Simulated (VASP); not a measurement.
**Cd: single point with PBEsol**

Crystal: Cd.

```
Cd
1.0
     4.79012    0.00000    0.00000
    -2.39506    4.14836    0.00000
     0.00000    0.00000    2.86831
Cd
3
Direct
  0.00000 0.00000 0.00000
  0.33333 0.66667 0.50000
  0.66667 0.33333 0.50000
```

This cell differs from its parent crystal: volume scaled by 0.88.

```
Program             : VASP 6.6.1
Task                : single point
Functional          : PBEsol
Potentials or basis : VASP PAW PBE potentials, release 64 (Cd)
Cutoff              : 520 eV
k mesh              : 8 × 8 × 12
Occupations         : fermi-dirac, width 0.1 eV
Spin                : no spin polarisation
```

| Quantity | Value |
| --- | --- |
| Pressure | 10.4 GPa |
| Band gap on the k mesh | zero (band 18 reaches 7.44 eV, above the bottom of band 19 at 3.06 eV) |

Stress tensor (GPa, compression positive):
```
10.62  0.00  0.00
 0.00 10.62  0.00
 0.00  0.00  9.87
```

Levels at points of the mesh, in eV from the Fermi level:
| k point | band 15 | band 16 | band 17 | band 18 | band 19 | band 20 | band 21 | band 22 |
| --- | --- | --- | --- | --- | --- | --- | --- | --- |
| (0.00, 0.00, 0.00) | -8.57 | -8.57 | 0.54 | 0.62 | 0.62 | 0.63 | 0.63 | 0.78 |
| (0.50, 0.00, 0.00) | -8.52 | -7.25 | -7.11 | -2.96 | -0.90 | 7.54 | 7.55 | 8.04 |
| (0.00, 0.00, 0.50) | -8.26 | -4.20 | -4.13 | 3.48 | 3.76 | 3.76 | 4.12 | 4.91 |
| (0.50, 0.00, 0.50) | -8.39 | -2.74 | -2.16 | -1.20 | -0.81 | 2.44 | 2.55 | 3.34 |

Run time: 48 s on 1 thread of Intel(R) Xeon(R) Platinum 8259CL CPU @ 2.50GHz (Skylake/Cascade Lake) (shared host), peak memory 0.22 GiB.

Caveat: the PAW data sets were made with another functional, which shifts forces and pressure a little.
